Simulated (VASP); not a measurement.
# Rh (Fm-3m) in VASP: a series of runs

The runs below take Rh through single point, with PBE.

All numbers are computed with VASP 6.6.1; they aren't measurements. Logs are shortened: lines on timing, memory, paths and dates and some standing lists are left out, and cuts for length are marked.

## (1) The cell of the first run

It takes space group Fm-3m (No. 225, cubic). The conventional cell has a = 3.753 Å, b = 3.753 Å, c = 3.753 Å, α = 90.00°, β = 90.00°, γ = 90.00°. Within 3.5 Å of Rh (site symmetry m-3m) lie 12 Rh at 2.65 Å.

## (2) Single point, PBE

Input file INCAR:

```
SYSTEM = Rh
ALGO = Normal
EDIFF = 1E-6
ENCUT = 520
GGA = PE
ISIF = 2
ISMEAR = -1
LASPH = .TRUE.
LCHARG = .FALSE.
LREAL = .FALSE.
LWAVE = .FALSE.
NBANDS = 14
NELM = 60
PREC = Accurate
SIGMA = 0.06122561905347299
```

Input file KPOINTS:

```
k-points
0
G
  17 17 17
  0 0 0
```

Input file POSCAR:

```
Rh
1.0
    0.0000000000      1.8763443129      1.8763443129
    1.8763443129      0.0000000000      1.8763443129
    1.8763443129      1.8763443129      0.0000000000
Rh
1
Direct
    0.0000000000      0.0000000000      0.0000000000
```

Potentials or basis: VASP PAW PBE potentials, release 64 (Rh_pv).

On the command line:

```
$ cat potpaw_PBE.64/Rh_pv/POTCAR > POTCAR
$ mpirun -np 1 vasp_std > vasp.out
```

OUTCAR:

```text
SYSTEM = Rh
   EDIFF = 1E-6
   ENCUT = 520
   GGA = PE
   ISIF = 2
   ISMEAR = -1
   LASPH = .TRUE.
   LREAL = .FALSE.
   NELM = 60
   PREC = Accurate

 ion  position               nearest neighbor table
   1  0.000  0.000  0.000-

  LATTYP: Found a face centered cubic cell.
 ALAT       =     3.7526886258

  Lattice vectors:

 A1 = (   0.0000000000,   1.8763443129,   1.8763443129)
 A2 = (   1.8763443129,   0.0000000000,   1.8763443129)
 A3 = (   1.8763443129,   1.8763443129,   0.0000000000)

Analysis of symmetry for initial positions (statically):
=====================================================================
 Subroutine PRICEL returns:
 Original cell was already a primitive cell.

 Routine SETGRP: Setting up the symmetry group for a
 face centered cubic supercell.

 Subroutine GETGRP returns: Found 48 space group operations
 (whereof 48 operations were pure point group operations)
 out of a pool of 48 trial point group operations.

The static configuration has the point symmetry O_h .

Analysis of symmetry for dynamics (positions and initial velocities):
=====================================================================
 Subroutine PRICEL returns:
 Original cell was already a primitive cell.

 Routine SETGRP: Setting up the symmetry group for a
 face centered cubic supercell.

 Subroutine GETGRP returns: Found 48 space group operations
 (whereof 48 operations were pure point group operations)
 out of a pool of 48 trial point group operations.

The dynamic configuration has the point symmetry O_h .

 Subroutine INISYM returns: Found 48 space group operations
 (whereof 48 operations are pure point group operations),
 and found     1 'primitive' translations

----------------------------------------------------------------------------------------

                                     Primitive cell

  volume of cell :      13.2120

  direct lattice vectors                    reciprocal lattice vectors
     0.000000000  1.876344313  1.876344313    -0.266475612  0.266475612  0.266475612
     1.876344313  0.000000000  1.876344313     0.266475612 -0.266475612  0.266475612
     1.876344313  1.876344313  0.000000000     0.266475612  0.266475612 -0.266475612

  length of vectors
     2.653551575  2.653551575  2.653551575     0.461549300  0.461549300  0.461549300

  position of ions in fractional coordinates (direct lattice)
[... 82 lines left out ...]
   NFREE  =      0    steps in history (QN), initial steepest desc. (CG)
   ISIF   =      2    stress and relaxation
   ISYM   =      2    0-nonsym 1-usesym 2-fastsym
   POTIM  = 0.5000    time-step for ionic-motion
   TEBEG  =    0.0;   TEEND  =   0.0 temperature during run
   PSTRESS=    0.0 pullay stress
   NELECT =      15.0000    total number of electrons
   NUPDOWN=      -1.0000    fix difference up-down
   EMIN   =  10.00;   EMAX   =-10.00  energy-range for DOS
   EFERMI =   0.00;   METHOD = LEGACY
   ISMEAR =    -1;   SIGMA  =   0.06  broadening in eV -4-tet -1-fermi 0-gaus
   EFERMI_NEDOS =   21; number of points for ismear=-14 and -15
   IALGO  =     38    algorithm
   IMIX   =      4    mixing-type and parameters
     AMIX     =   0.40;   BMIX     =  1.00
     AMIX_MAG =   1.60;   BMIX_MAG =  1.00
  volume/ion in A,a.u.               =      13.21        89.16
  Fermi-wavevector in a.u.,A,eV,Ry     =   1.707849  3.227366 39.684753  2.916747
  Thomas-Fermi vector in A             =   2.786625
   LORBIT       =      0    0 simple, 1 ext, 2 COOP (PROOUT), +10 PAW based schemes
   GGA     = PE    functional components
   LHFCALC =     F    Hartree Fock is set to
   AEXX    =    0.0000 exact exchange contribution
   IVDW    =     0    specifies the selected vdW correction
   LEPSILON=     F    determine dielectric tensor
   LRPA    =     F    only Hartree local field effects (RPA)
 non-spin polarized calculation
  energy-cutoff  :      520.00
  volume of cell :       13.21
 maximum number of plane-waves:       367
   NGX =  9   NGY =  9   NGZ =  9

 number of electron      15.0000002 magnetization

 Free energy of the ion-electron system (eV)
  ---------------------------------------------------
  ext. energy  EPLUGINS =         0.00000000
  ---------------------------------------------------
  free energy    TOTEN  =        -7.22185115 eV

  energy without entropy =       -7.20893226  energy(sigma->0) =       -7.21539170

 E-fermi :  12.6511     XC(G=0): -14.2898

 val. band max:       12.6338611223   @ k =   0.4118   0.2353   0.0588
 cond. band min:      12.6674864307   @ k =   0.4118   0.2941   0.0588
 fundamental gap:      0.0336253085
 Fermi energy:        12.6510763311

 k-point     1 :       0.0000    0.0000    0.0000
  band No.  band energies     occupation
      1     -33.7953      2.00000
      2     -33.7953      2.00000
      3     -33.7953      2.00000
      4       4.3954      2.00000
      5       9.3788      2.00000
      6       9.3788      2.00000
      7       9.3788      2.00000
      8      11.6008      2.00000
      9      11.6008      2.00000
     10      28.6096      0.00000
     11      33.0718      0.00000
     12      34.2999      0.00000
     13      34.2999      0.00000
     14      34.2999      0.00000
[... 377 lines left out ...]
      1     -33.9594      2.00000
      2     -33.8385      2.00000
      3     -33.8100      2.00000
      4       5.2582      2.00000
      5       8.9967      2.00000
      6       9.6877      2.00000
      7       9.7289      2.00000
      8      11.2602      2.00000
      9      11.6807      2.00000
     10      29.8114      0.00000
     11      31.3334      0.00000
     12      33.0731      0.00000
     13      34.7103      0.00000
     14      36.0482      0.00000

 [... further k-points ...]

------------------------ aborting loop because EDIFF is reached ----------------------------------------

  FORCE on cell =-STRESS in cart. coord.  units (eV):
  Direction    XX          YY          ZZ          XY          YZ          ZX
  --------------------------------------------------------------------------------------
  -------------------------------------------------------------------------------------
  Total        1.5385993      1.5385993      1.5385993      0.0000000      0.0000000      0.0000000
  in kB      186.5814698    186.5814698    186.5814698      0.0000000      0.0000000      0.0000000
  external PRESSURE =     186.5814698 kB  Pullay stress =       0.0000000 kB

 VOLUME and BASIS-vectors are now :
 -----------------------------------------------------------------------------
  energy-cutoff  :      520.00
  volume of cell :       13.21
      direct lattice vectors                 reciprocal lattice vectors
     0.000000000  1.876344313  1.876344313    -0.266475612  0.266475612  0.266475612
     1.876344313  0.000000000  1.876344313     0.266475612 -0.266475612  0.266475612
     1.876344313  1.876344313  0.000000000     0.266475612  0.266475612 -0.266475612

 POSITION                                       TOTAL-FORCE (eV/Angst)
 -----------------------------------------------------------------------------------
      0.00000      0.00000      0.00000         0.000000      0.000000      0.000000
 -----------------------------------------------------------------------------------
    total drift:                                0.000000      0.000000      0.000000

  FREE ENERGIE OF THE ION-ELECTRON SYSTEM (eV)
  ---------------------------------------------------
  free  energy   TOTEN  =        -7.2218511485 eV

  energy  without entropy=       -7.2089322564  energy(sigma->0) =       -7.21539170
```

OSZICAR:

```text
N       E                     dE             d eps       ncg     rms          rms(c)
DAV:   1     0.122045041012E+03    0.12205E+03   -0.87127E+03  4620   0.116E+03
DAV:   2    -0.609024720357E+01   -0.12814E+03   -0.12236E+03  5178   0.344E+02
DAV:   3    -0.770406243706E+01   -0.16138E+01   -0.16106E+01  5412   0.424E+01
DAV:   4    -0.770991979264E+01   -0.58574E-02   -0.58573E-02  5226   0.262E+00
DAV:   5    -0.770996947611E+01   -0.49683E-04   -0.49682E-04  5292   0.212E-01    0.113E+01
DAV:   6    -0.724517142981E+01    0.46480E+00   -0.73509E-01  4836   0.121E+01    0.413E+00
DAV:   7    -0.722554431011E+01    0.19627E-01   -0.20475E-02  5388   0.183E+00    0.184E+00
DAV:   8    -0.722201715822E+01    0.35272E-02   -0.37895E-03  4908   0.833E-01    0.247E-01
DAV:   9    -0.722185051755E+01    0.16664E-03   -0.10559E-04  4860   0.143E-01    0.107E-02
DAV:  10    -0.722185114853E+01   -0.63099E-06   -0.29758E-06  5166   0.217E-02
   1 F= -.72218511E+01 E0= -.72153917E+01  d E =-.129189E-01
```

It took 8.8 s on 1 thread of Intel Xeon 6975P-C (Granite Rapids), shared host; peak memory 0.14 GiB.

Results:

| Quantity | Value |
| --- | --- |
| Free energy | -7.2219 eV |
| Pressure | 18.7 GPa |

Levels at points of the mesh, in eV from the Fermi level:
```
           k point  band 4  band 5  band 6  band 7  band 8  band 9  band 10  band 11
(0.00, 0.00, 0.00)   -8.26   -3.27   -3.27   -3.27   -1.05   -1.05    15.96    20.42
```

## (3) Single point, PBE

Input file INCAR:

```
PREC = Accurate
ENCUT = 520
EDIFF = 1E-6
ISMEAR = -1
SIGMA = 0.06122561905347299
LREAL = False
LASPH = True
NELM = 100
ALGO = Normal
ISIF = 2
LWAVE = False
LCHARG = False
GGA = PE
NBANDS = 14
```

Input file KPOINTS:

```
regular mesh
0
Gamma
  17 17 17
```

POSCAR is that of step 2.

Potentials or basis: VASP PAW PBE potentials, release 64 (Rh_pv).

On the command line:

```
$ cat potpaw_PBE.64/Rh_pv/POTCAR > POTCAR
$ mpirun -np 1 vasp_std > vasp.out
```

OUTCAR:

```text
PREC = Accurate
   ENCUT = 520
   EDIFF = 1E-6
   ISMEAR = -1
   LREAL = False
   LASPH = True
   NELM = 100
   ISIF = 2
   GGA = PE

 ion  position               nearest neighbor table
   1  0.000  0.000  0.000-

  LATTYP: Found a face centered cubic cell.
 ALAT       =     3.7526886258

  Lattice vectors:

 A1 = (   0.0000000000,   1.8763443129,   1.8763443129)
 A2 = (   1.8763443129,   0.0000000000,   1.8763443129)
 A3 = (   1.8763443129,   1.8763443129,   0.0000000000)

Analysis of symmetry for initial positions (statically):
=====================================================================
 Subroutine PRICEL returns:
 Original cell was already a primitive cell.

 Routine SETGRP: Setting up the symmetry group for a
 face centered cubic supercell.

 Subroutine GETGRP returns: Found 48 space group operations
 (whereof 48 operations were pure point group operations)
 out of a pool of 48 trial point group operations.

The static configuration has the point symmetry O_h .

Analysis of symmetry for dynamics (positions and initial velocities):
=====================================================================
 Subroutine PRICEL returns:
 Original cell was already a primitive cell.

 Routine SETGRP: Setting up the symmetry group for a
 face centered cubic supercell.

 Subroutine GETGRP returns: Found 48 space group operations
 (whereof 48 operations were pure point group operations)
 out of a pool of 48 trial point group operations.

The dynamic configuration has the point symmetry O_h .

 Subroutine INISYM returns: Found 48 space group operations
 (whereof 48 operations are pure point group operations),
 and found     1 'primitive' translations

----------------------------------------------------------------------------------------

                                     Primitive cell

  volume of cell :      13.2120

[... 111 lines left out ...]
   GGA     = PE    functional components
   LHFCALC =     F    Hartree Fock is set to
   AEXX    =    0.0000 exact exchange contribution
   IVDW    =     0    specifies the selected vdW correction
   LEPSILON=     F    determine dielectric tensor
   LRPA    =     F    only Hartree local field effects (RPA)
 non-spin polarized calculation
  energy-cutoff  :      520.00
  volume of cell :       13.21
 maximum number of plane-waves:       367
   NGX =  9   NGY =  9   NGZ =  9

 number of electron      15.0000002 magnetization

 Free energy of the ion-electron system (eV)
  ---------------------------------------------------
  ext. energy  EPLUGINS =         0.00000000
  ---------------------------------------------------
  free energy    TOTEN  =        -7.22185115 eV

  energy without entropy =       -7.20893226  energy(sigma->0) =       -7.21539170

 E-fermi :  12.6511     XC(G=0): -14.2898

 val. band max:       12.6338611223   @ k =   0.4118   0.2353   0.0588
 cond. band min:      12.6674864307   @ k =   0.4118   0.2941   0.0588
 fundamental gap:      0.0336253085
 Fermi energy:        12.6510763311

 k-point     1 :       0.0000    0.0000    0.0000
  band No.  band energies     occupation
      1     -33.7953      2.00000
      2     -33.7953      2.00000
      3     -33.7953      2.00000
      4       4.3954      2.00000
      5       9.3788      2.00000
      6       9.3788      2.00000
      7       9.3788      2.00000
      8      11.6008      2.00000
      9      11.6008      2.00000
     10      28.6096      0.00000
     11      33.0718      0.00000
     12      34.2999      0.00000
     13      34.2999      0.00000
     14      34.2999      0.00000
[... 377 lines left out ...]
      1     -33.9594      2.00000
      2     -33.8385      2.00000
      3     -33.8100      2.00000
      4       5.2582      2.00000
      5       8.9967      2.00000
      6       9.6877      2.00000
      7       9.7289      2.00000
      8      11.2602      2.00000
      9      11.6807      2.00000
     10      29.8114      0.00000
     11      31.3334      0.00000
     12      33.0731      0.00000
     13      34.7103      0.00000
     14      36.0482      0.00000

 [... further k-points ...]

------------------------ aborting loop because EDIFF is reached ----------------------------------------

  FORCE on cell =-STRESS in cart. coord.  units (eV):
  Direction    XX          YY          ZZ          XY          YZ          ZX
  --------------------------------------------------------------------------------------
  -------------------------------------------------------------------------------------
  Total        1.5385993      1.5385993      1.5385993      0.0000000      0.0000000      0.0000000
  in kB      186.5814698    186.5814698    186.5814698      0.0000000      0.0000000      0.0000000
  external PRESSURE =     186.5814698 kB  Pullay stress =       0.0000000 kB

 VOLUME and BASIS-vectors are now :
 -----------------------------------------------------------------------------
  energy-cutoff  :      520.00
  volume of cell :       13.21
      direct lattice vectors                 reciprocal lattice vectors
     0.000000000  1.876344313  1.876344313    -0.266475612  0.266475612  0.266475612
     1.876344313  0.000000000  1.876344313     0.266475612 -0.266475612  0.266475612
     1.876344313  1.876344313  0.000000000     0.266475612  0.266475612 -0.266475612

 POSITION                                       TOTAL-FORCE (eV/Angst)
 -----------------------------------------------------------------------------------
      0.00000      0.00000      0.00000         0.000000      0.000000      0.000000
 -----------------------------------------------------------------------------------
    total drift:                                0.000000      0.000000      0.000000

  FREE ENERGIE OF THE ION-ELECTRON SYSTEM (eV)
  ---------------------------------------------------
  free  energy   TOTEN  =        -7.2218511485 eV

  energy  without entropy=       -7.2089322564  energy(sigma->0) =       -7.21539170
```

stdout:

```text
POSCAR found type information on POSCAR Rh
 POSCAR found :  1 types and       1 ions
 scaLAPACK will be used
 LDA part: xc-table for (Slater+PW92), standard interpolation
 POSCAR, INCAR and KPOINTS ok, starting setup
 FFT: planning ... GRIDC
 FFT: planning ... GRID_SOFT
 FFT: planning ... GRID
 WAVECAR not read
 entering main loop
```

It took 8.7 s on 1 thread of Intel Xeon 6975P-C (Granite Rapids), shared host; peak memory 0.14 GiB.

What came out:

```
Free energy : -7.2219 eV
Pressure    : 18.7 GPa
```

## (4) Single point, PBE

This run uses another cell than the first one, of 13.49 Å³/atom, 1.021 times its volume.

Input file INCAR:

```
PREC = Accurate ; ENCUT = 520
EDIFF = 1E-6 ; ISMEAR = -1
SIGMA = 0.06122561905347299 ; LREAL = False
LASPH = True ; NELM = 100
ALGO = Normal ; ISIF = 2
LWAVE = False ; LCHARG = True
GGA = PE ; LELF = True
LVHAR = True ; NBANDS = 14
```

Input file KPOINTS:

```
Automatic mesh
0
Gamma
  17 17 17
```

Input file POSCAR:

```
Rh
1.0
    0.0000000000      1.8895584406      1.8895584406
    1.8895584406      0.0000000000      1.8895584406
    1.8895584406      1.8895584406      0.0000000000
Rh
1
Direct
    0.0000000000      0.0000000000      0.0000000000
```

On the command line:

```
$ cat potpaw_PBE.64/Rh_pv/POTCAR > POTCAR
$ mpirun -np 1 vasp_std > vasp.out
```

It took 9.1 s on 1 thread of Intel Xeon 6975P-C (Granite Rapids), shared host; peak memory 0.14 GiB.

Results (log left out):

```
Free energy : -7.2483 eV
Pressure    : 11.7 GPa
```

Levels at points of the mesh, in eV from the Fermi level:
| k point | band 5 | band 6 | band 7 | band 8 | band 9 | band 10 |
| --- | --- | --- | --- | --- | --- | --- |
| (0.00, 0.00, 0.00) | -3.17 | -3.17 | -3.17 | -1.02 | -1.02 | 15.98 |

## (5) Single point, PBE

This run uses another cell than the first one, of 13.77 Å³/atom, 1.043 times its volume.

Input file INCAR:

```
SYSTEM = Rh
PREC     = Accurate       ! precision mode
ENCUT    = 520            ! plane-wave cutoff, eV
EDIFF    = 1E-6           ! SCF threshold, eV
ISMEAR   = -1             ! smearing method
SIGMA    = 0.06122561905347299 ! smearing width, eV
LREAL    = .FALSE.        ! projectors in reciprocal space
LASPH    = .TRUE.         ! aspherical terms in the spheres
NELM     = 80             ! most SCF steps
ALGO     = Normal         ! electronic algorithm
ISIF     = 2              ! what is computed and relaxed
LWAVE    = .FALSE.        ! write WAVECAR
LCHARG   = .TRUE.         ! write CHGCAR
GGA      = PE             ! functional
LELF     = .TRUE.         ! ELF
LVHAR    = .TRUE.       
NBANDS   = 14             ! bands
```

Input file KPOINTS:

```
regular mesh
0
G
  17 17 17
  0 0 0
```

Input file POSCAR:

```
Rh
1.0
    0.0000000000      1.9025902899      1.9025902899
    1.9025902899      0.0000000000      1.9025902899
    1.9025902899      1.9025902899      0.0000000000
Rh
1
Direct
    0.0000000000      0.0000000000      0.0000000000
```

On the command line:

```
$ cat potpaw_PBE.64/Rh_pv/POTCAR > POTCAR
$ mpirun -np 1 vasp_std > vasp.out
```

Run time: 9.5 s. Hardware: 1 thread of Intel Xeon 6975P-C (Granite Rapids), shared host; peak memory 0.14 GiB.

The run converged. Its results:

* Free energy: -7.2632 eV
* Pressure: 5.4 GPa

Levels at points of the mesh, in eV from the Fermi level:
```tsv
k point	band 4	band 5	band 6	band 7	band 8	band 9	band 10	band 11
(0.00, 0.00, 0.00)	-7.94	-3.07	-3.07	-3.07	-0.99	-0.99	16.00	20.55
```

[end of part 1 of 2]
